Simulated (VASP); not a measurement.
**SrCl2: single point with PBE**

Crystal: SrCl2.

```xyz
3
Lattice="0.0000 3.4855 3.4855 3.4855 0.0000 3.4855 3.4855 3.4855 0.0000" Properties=species:S:1:pos:R:3 pbc="T T T"
Sr    0.0000    0.0000    0.0000
Cl    1.7428    1.7428    1.7428
Cl    5.2283    5.2283    5.2283
```

```json
{"Program": "VASP 6.6.1", "Task": "single point", "Functional": "PBE", "Potentials or basis": "VASP PAW PBE potentials, release 64 (Sr_sv, Cl)", "Cutoff": "520 eV", "k mesh": "4 × 4 × 4", "Occupations": "gaussian, width 0.1 eV", "Spin": "no spin polarisation"}
```

```json
{
 "Pressure": "1.2 GPa",
 "Band gap on the k mesh": "5.35 eV, indirect (least direct gap 5.50 eV)"
}
```

Levels at points of the mesh, in eV from the valence-band top:
| k point | band 9 | band 10 | band 11 | band 12 | band 13 | band 14 | band 15 | band 16 |
| --- | --- | --- | --- | --- | --- | --- | --- | --- |
| (0.00, 0.00, 0.00) | -2.13 | -0.34 | -0.34 | -0.34 | 5.35 | 6.10 | 6.10 | 9.04 |
| (0.50, 0.00, 0.00) | -1.50 | -1.32 | -1.05 | -1.05 | 6.71 | 6.71 | 7.52 | 7.87 |
| (0.50, 0.50, 0.00) | -1.88 | -0.41 | -0.41 | 0.00 | 5.50 | 7.05 | 7.61 | 8.01 |

Run time: 9.3 s on 1 thread of Intel(R) Xeon(R) Platinum 8559C (Emerald Rapids), on a shared host, peak memory 0.23 GiB.

A k mesh can miss the band edges. Expect the measured gap to be larger: semilocal functionals such as PBE lack the derivative discontinuity.
